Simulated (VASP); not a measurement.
Runs of VASP 6.6.1 on BaTiO3. The structure is that of space group Pm-3m (No. 221), or close to it. The cells are those of the table. 

```tsv
cell	gap on the mesh (eV)	pressure (GPa)	largest force (eV/Å)
a = 3.984, b = 3.979, c = 4.059 Å, angles 89.8, 90.0, 91.6°, 5 atoms	1.72	3.9	0.22
a = 3.984, b = 4.018, c = 4.018 Å, angles 89.8, 90.0, 90.0°, 5 atoms	(a)	3.7	0.18
a = 3.957, b = 3.991, c = 3.991 Å, angles 89.8, 90.0, 90.0°, 5 atoms	1.83	7.4	0.15
a = 3.984, b = 3.998, c = 4.038 Å, angles 89.8, 90.0, 90.8°, 5 atoms	(b)	3.7	(c)
```

Alike in all rows: task electric field gradients; level PBE; potentials or basis VASP PAW PBE potentials, release 64 (Ba_sv, Ti_sv, O); no spin polarisation; k mesh 8 × 8 × 8; cutoff (eV) 520; smearing fermi-dirac 0.05 eV.

Problem. Estimate the missing entries.

Solution. (a) 1.79; (b) 1.77; (c) 0.20.

Caveats: spin-orbit coupling is left out, which moves the levels of the heavy elements.

A k mesh can miss the band edges, and the runs leave out spin-orbit coupling on Ba.
